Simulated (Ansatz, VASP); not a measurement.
Rh in VASP and in Ansatz

```xyz
2
Lattice="0.0000 2.6413 2.6413 2.6413 0.0000 2.6413 2.6413 2.6413 0.0000" Properties=species:S:1:pos:R:3 pbc="T T T"
Rh   -0.6603   -0.6603   -0.6603
Rh    0.6603    0.6603    0.6603
```

Change from the starting cell: volume scaled by 0.88, LAPW.

Alike in both runs: task single point; functional PBE; k mesh 13 × 13 × 13; occupations fermi-dirac, width 0.05 eV; no spin polarisation.

|  | VASP | Ansatz |
| --- | --- | --- |
| version | VASP 6.6.1 | Ansatz 0.2.0 |
| potentials or method | VASP PAW PBE potentials, release 64 (Rh_pv), cutoff 500 eV | all-electron LAPW, scalar-relativistic |

Ansatz gave:

```
pressure (GPa) : 22.9
```

**Question.** What did VASP give for the same quantities?

**Answer.** Pressure (GPa): 23.2.

Ansatz ran all-electron here, and VASP with PAW potentials.
